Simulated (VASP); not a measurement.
A run of VASP 6.6.1:

File INCAR:

```
PREC = Accurate ; ENCUT = 600
EDIFF = 1E-7 ; ISMEAR = -1
SIGMA = 0.05 ; LREAL = F
LASPH = T ; NELM = 150
ALGO = Normal ; ISIF = 3
LWAVE = F ; LCHARG = F
ISPIN = 2 ; MAGMOM = 1.7
LORBIT = 11 ; LMAXMIX = 4
GGA = RP ; IBRION = 2
NSW = 80 ; EDIFFG = -0.01
```

The input KPOINTS:

```
regular mesh
0
Gamma
  15 15 15
```

POSCAR

```
Co
1.0
    0.0000000000      1.7691019796      1.7691019796
    1.7691019796      0.0000000000      1.7691019796
    1.7691019796      1.7691019796      0.0000000000
Co
1
Direct
    0.0000000000      0.0000000000      0.0000000000
```

Potentials or basis: VASP PAW PBE potentials, release 64 (Co).

Run with:

```console
$ cat potpaw_PBE.64/Co/POTCAR > POTCAR
$ mpirun -np 1 vasp_std > vasp.out
```

Hardware: 1 thread of Intel(R) Xeon(R) Platinum 8488C (Sapphire Rapids), with other jobs on the host.

Q: Estimate the wall time of this run.

A: Run time: 46 s on 1 thread of Intel(R) Xeon(R) Platinum 8488C (Sapphire Rapids) (shared host), peak memory 0.15 GiB. Counts: scf iterations 34, k points 120, ion steps 3.
